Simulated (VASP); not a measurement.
# Pt3Pb (Pm-3m) in VASP: electric field gradients with LDA

Aim: the electric field gradients of Pt3Pb with LDA.

Everything below comes from runs of VASP 6.6.1. Logs are shortened: lines on timing, memory, paths and dates and some standing lists are left out, and cuts for length are marked.

## Step 1: The cell of the first run

Symmetry: Pm-3m, No. 221, cubic system. The conventional cell has a = 4.040 Å, b = 4.040 Å, c = 4.040 Å, α = 90.00°, β = 90.00°, γ = 90.00°. Within 3.8 Å of Pt (site symmetry 4/mmm) lie 8 Pt at 2.86 Å and 4 Pb at 2.86 Å. Within 3.8 Å of Pb (site symmetry m-3m) lie 12 Pt at 2.86 Å.

## Step 2: Electric field gradients, LDA

INCAR reads:

```
SYSTEM = Pt3Pb
PREC = Accurate ; ENCUT = 520
EDIFF = 1E-8 ; ISMEAR = -1
SIGMA = 0.15 ; LREAL = .False.
LASPH = .True. ; NELM = 80
ALGO = Normal ; ISIF = 2
LWAVE = .False. ; LCHARG = .False.
GGA = CA ; LEFG = .True.
NBANDS = 30
```

KPOINTS reads:

```
Automatic mesh
0
Gamma
  10 10 10
  0 0 0
```

POSCAR reads:

```
Pt3Pb
1.0
    4.0404477633      0.0000000000      0.0000000000
    0.0000000000      4.0404477633      0.0000000000
    0.0000000000      0.0000000000      4.0404477633
Pt Pb
3 1
Direct
    0.0000000000      0.5000000000      0.5000000000
    0.5000000000      0.0000000000      0.5000000000
    0.5000000000      0.5000000000      0.0000000000
    0.0000000000      0.0000000000      0.0000000000
```

Potentials or basis: VASP PAW LDA potentials, release 64 (Pt, Pb_d).

Run with:

```sh
$ cat potpaw_LDA.64/Pt/POTCAR potpaw_LDA.64/Pb_d/POTCAR > POTCAR
$ mpirun -np 1 vasp_std > vasp.out
```

OUTCAR:

```text
SYSTEM = Pt3Pb
   PREC = Accurate
   ENCUT = 520
   EDIFF = 1E-8
   ISMEAR = -1
   LREAL = .False.
   LASPH = .True.
   NELM = 80
   ISIF = 2
   GGA = CA

 ion  position               nearest neighbor table
   1  0.000  0.500  0.500-   2 2.86   3 2.86   4 2.86   3 2.86   4 2.86   2 2.86   4 2.86   4 2.86
                             2 2.86   3 2.86   3 2.86   2 2.86
   2  0.500  0.000  0.500-   1 2.86   3 2.86   4 2.86   3 2.86   4 2.86   1 2.86   3 2.86   3 2.86
                             1 2.86   4 2.86   4 2.86   1 2.86
   3  0.500  0.500  0.000-   1 2.86   2 2.86   4 2.86   1 2.86   2 2.86   2 2.86   4 2.86   2 2.86
                             1 2.86   4 2.86   1 2.86   4 2.86
   4  0.000  0.000  0.000-   1 2.86   2 2.86   3 2.86   1 2.86   2 2.86   1 2.86   3 2.86   1 2.86
                             2 2.86   3 2.86   2 2.86   3 2.86

  LATTYP: Found a simple cubic cell.
 ALAT       =     4.0404477633

  Lattice vectors:

 A1 = (   4.0404477633,   0.0000000000,   0.0000000000)
 A2 = (   0.0000000000,   4.0404477633,   0.0000000000)
 A3 = (   0.0000000000,   0.0000000000,   4.0404477633)

Analysis of symmetry for initial positions (statically):
=====================================================================
 Subroutine PRICEL returns:
 Original cell was already a primitive cell.

 Routine SETGRP: Setting up the symmetry group for a
 simple cubic supercell.

 Subroutine GETGRP returns: Found 48 space group operations
 (whereof 48 operations were pure point group operations)
 out of a pool of 48 trial point group operations.

The static configuration has the point symmetry O_h .

Analysis of symmetry for dynamics (positions and initial velocities):
=====================================================================
 Subroutine PRICEL returns:
 Original cell was already a primitive cell.

 Routine SETGRP: Setting up the symmetry group for a
 simple cubic supercell.

 Subroutine GETGRP returns: Found 48 space group operations
 (whereof 48 operations were pure point group operations)
 out of a pool of 48 trial point group operations.

The dynamic configuration has the point symmetry O_h .

 Subroutine INISYM returns: Found 48 space group operations
 (whereof 48 operations are pure point group operations),
 and found     1 'primitive' translations

----------------------------------------------------------------------------------------

                                     Primitive cell

  volume of cell :      65.9612

  direct lattice vectors                    reciprocal lattice vectors
     4.040447763  0.000000000  0.000000000     0.247497322  0.000000000  0.000000000
     0.000000000  4.040447763  0.000000000     0.000000000  0.247497322  0.000000000
     0.000000000  0.000000000  4.040447763     0.000000000  0.000000000  0.247497322

  length of vectors
     4.040447763  4.040447763  4.040447763     0.247497322  0.247497322  0.247497322

  position of ions in fractional coordinates (direct lattice)
     0.000000000  0.500000000  0.500000000
     0.500000000  0.000000000  0.500000000
     0.500000000  0.500000000  0.000000000
     0.000000000  0.000000000  0.000000000

  ion indices of the primitive-cell ions
   primitive index   ion index
                 1           1
                 2           2
                 3           3
                 4           4

----------------------------------------------------------------------------------------

 KPOINTS: Automatic mesh

Automatic generation of k-mesh.
 Grid dimensions read from file:
 generate k-points for:   10   10   10

 Generating k-lattice:

  Cartesian coordinates                     Fractional coordinates (reciprocal lattice)
     0.024749732  0.000000000  0.000000000     0.100000000  0.000000000  0.000000000
     0.000000000  0.024749732  0.000000000     0.000000000  0.100000000  0.000000000
[... 46 lines left out ...]
   NGX,Y,Z   is equivalent  to a cutoff of  12.34, 12.34, 12.34 a.u.
   NGXF,Y,Z  is equivalent  to a cutoff of  24.69, 24.69, 24.69 a.u.
 SYSTEM =  Pt3Pb
   PREC   = accura    normal or accurate (medium, high low for compatibility)
   ISTART =      0    job   : 0-new  1-cont  2-samecut
   ICHARG =      2    charge: 1-file 2-atom 10-const
   ISPIN  =      1    spin polarized calculation?
   LNONCOLLINEAR =      F non collinear calculations
   LSORBIT =      F    spin-orbit coupling
   LASPH  =      T    aspherical Exc in radial PAW
   ENCUT  =  520.0 eV  38.22 Ry    6.18 a.u.   7.51  7.51  7.51*2*pi/ulx,y,z
   NELM   =     80;   NELMIN=  2; NELMDL= -5     # of ELM steps
   EDIFF  = 0.1E-07   stopping-criterion for ELM
   LREAL  =      F    real-space projection
   EDIFFG = 0.1E-06   stopping-criterion for IOM
   NSW    =      0    number of steps for IOM
   IBRION =     -1    ionic relax: 0-MD 1-quasi-New 2-CG
   NFREE  =      0    steps in history (QN), initial steepest desc. (CG)
   ISIF   =      2    stress and relaxation
   ISYM   =      2    0-nonsym 1-usesym 2-fastsym
   POTIM  = 0.5000    time-step for ionic-motion
   TEBEG  =    0.0;   TEEND  =   0.0 temperature during run
   PSTRESS=    0.0 pullay stress
   NELECT =      44.0000    total number of electrons
   NUPDOWN=      -1.0000    fix difference up-down
   EMIN   =  10.00;   EMAX   =-10.00  energy-range for DOS
   EFERMI =   0.00;   METHOD = LEGACY
   ISMEAR =    -1;   SIGMA  =   0.15  broadening in eV -4-tet -1-fermi 0-gaus
   EFERMI_NEDOS =   21; number of points for ismear=-14 and -15
   IALGO  =     38    algorithm
   IMIX   =      4    mixing-type and parameters
     AMIX     =   0.40;   BMIX     =  1.00
     AMIX_MAG =   1.60;   BMIX_MAG =  1.00
  volume/ion in A,a.u.               =      16.49       111.28
  Fermi-wavevector in a.u.,A,eV,Ry     =   1.430418  2.703098 27.838812  2.046095
  Thomas-Fermi vector in A             =   2.550265
   LORBIT       =      0    0 simple, 1 ext, 2 COOP (PROOUT), +10 PAW based schemes
   GGA     = CA    functional components
   LHFCALC =     F    Hartree Fock is set to
   AEXX    =    0.0000 exact exchange contribution
   IVDW    =     0    specifies the selected vdW correction
   LEPSILON=     F    determine dielectric tensor
   LRPA    =     F    only Hartree local field effects (RPA)
 non-spin polarized calculation
  energy-cutoff  :      520.00
  volume of cell :       65.96
 maximum number of plane-waves:      1806
   NGX = 15   NGY = 15   NGZ = 15

 number of electron      44.0000007 magnetization

 Free energy of the ion-electron system (eV)
  ---------------------------------------------------
  ext. energy  EPLUGINS =         0.00000000
  ---------------------------------------------------
  free energy    TOTEN  =       -27.17535232 eV

  energy without entropy =      -27.08009788  energy(sigma->0) =      -27.12772510

 E-fermi :  11.4915     XC(G=0): -13.2916

 val. band max:       11.4462428762   @ k =   0.5000   0.5000   0.5000
 cond. band min:      11.5244712902   @ k =   0.0000   0.0000   0.0000
 fundamental gap:      0.0782284140
 Fermi energy:        11.4914502427

 k-point     1 :       0.0000    0.0000    0.0000
  band No.  band energies     occupation
      1      -5.9332      2.00000
      2      -5.9332      2.00000
      3      -5.8756      2.00000
      4      -5.8756      2.00000
      5      -5.8756      2.00000
      6      -1.1534      2.00000
[... 781 lines left out ...]
     29      19.5506      0.00000
     30      20.7911      0.00000

 [... further k-points ...]

------------------------ aborting loop because EDIFF is reached ----------------------------------------

  FORCE on cell =-STRESS in cart. coord.  units (eV):
  Direction    XX          YY          ZZ          XY          YZ          ZX
  --------------------------------------------------------------------------------------
  -------------------------------------------------------------------------------------
  Total        0.2727726      0.2727726      0.2727726      0.0000000      0.0000000     -0.0000000
  in kB        6.6255628      6.6255628      6.6255628      0.0000000      0.0000000     -0.0000000
  external PRESSURE =       6.6255628 kB  Pullay stress =       0.0000000 kB

 VOLUME and BASIS-vectors are now :
 -----------------------------------------------------------------------------
  energy-cutoff  :      520.00
  volume of cell :       65.96
      direct lattice vectors                 reciprocal lattice vectors
     4.040447763  0.000000000  0.000000000     0.247497322  0.000000000  0.000000000
     0.000000000  4.040447763  0.000000000     0.000000000  0.247497322  0.000000000
     0.000000000  0.000000000  4.040447763     0.000000000  0.000000000  0.247497322

 POSITION                                       TOTAL-FORCE (eV/Angst)
 -----------------------------------------------------------------------------------
      0.00000      2.02022      2.02022         0.000000      0.000000      0.000000
      2.02022      0.00000      2.02022         0.000000      0.000000      0.000000
      2.02022      2.02022      0.00000         0.000000      0.000000      0.000000
      0.00000      0.00000      0.00000         0.000000      0.000000      0.000000
 -----------------------------------------------------------------------------------
    total drift:                                0.000000      0.000000     -0.000000

  FREE ENERGIE OF THE ION-ELECTRON SYSTEM (eV)
  ---------------------------------------------------
  free  energy   TOTEN  =       -27.1753523176 eV

  energy  without entropy=      -27.0800978753  energy(sigma->0) =      -27.12772510

 Electric field gradients (V/A^2)
---------------------------------------------------------------------
 ion       V_xx      V_yy      V_zz      V_xy      V_xz      V_yz
---------------------------------------------------------------------
   1    -144.402    72.201    72.201     0.000     0.000    -0.000
   2      72.201  -144.402    72.201    -0.000     0.000     0.000
   3      72.201    72.201  -144.402     0.000     0.000    -0.000
   4      -0.000    -0.000     0.000     0.000    -0.000     0.000
---------------------------------------------------------------------

 Electric field gradients after diagonalization (V/A^2)
 (convention: |V_zz| > |V_xx| > |V_yy|)
----------------------------------------------------------------------
 ion       V_xx      V_yy      V_zz     asymmetry (V_yy - V_xx)/ V_zz
----------------------------------------------------------------------
   1      72.201    72.201  -144.402       0.000
   2      72.201    72.201  -144.402       0.000
   3      72.201    72.201  -144.402       0.000
   4      -0.000     0.000    -0.000      -0.664
----------------------------------------------------------------------

           NMR quadrupolar parameters

 Cq : quadrupolar parameter    Cq=e*Q*V_zz/h
 eta: asymmetry parameters     (V_yy - V_xx)/ V_zz
 Q  : nuclear electric quadrupole moment in mb (millibarn)
----------------------------------------------------------------------
 ion       Cq(MHz)       eta       Q (mb)
----------------------------------------------------------------------
   1      -0.349       0.000       1.000
   2      -0.349       0.000       1.000
   3      -0.349       0.000       1.000
   4      -0.000      -0.664       1.000
----------------------------------------------------------------------
```

It took 59 s on 1 thread of Oxide Virtual Turin-like, shared host; peak memory 0.18 GiB.

What came out:

```yaml
Free_energy: -27.1754 eV
Pressure: 0.7 GPa
Band_gap_on_the_k_mesh: zero (bands 22 and 23 overlap by 0.44 eV)
Largest_electric_field_gradient_by_atom: Pt -144.4; Pb -0.0 V/Å²
```

Electric field gradients, principal values (V/Å²):
```csv
atom,least,middle,greatest (by size)
1 Pt,72.201,72.201,-144.402
2 Pt,72.201,72.201,-144.402
3 Pt,72.201,72.201,-144.402
4 Pb,0.000,0.000,0.000
```

Caveat: without QUAD_EFG the Cq values of the log hold for a quadrupole moment of 1 mb, not for the nuclei; spin-orbit coupling is left out, which moves the levels of the heavy elements.

The gap in the log of VASP goes by the Fermi energy; the results here count the filled bands.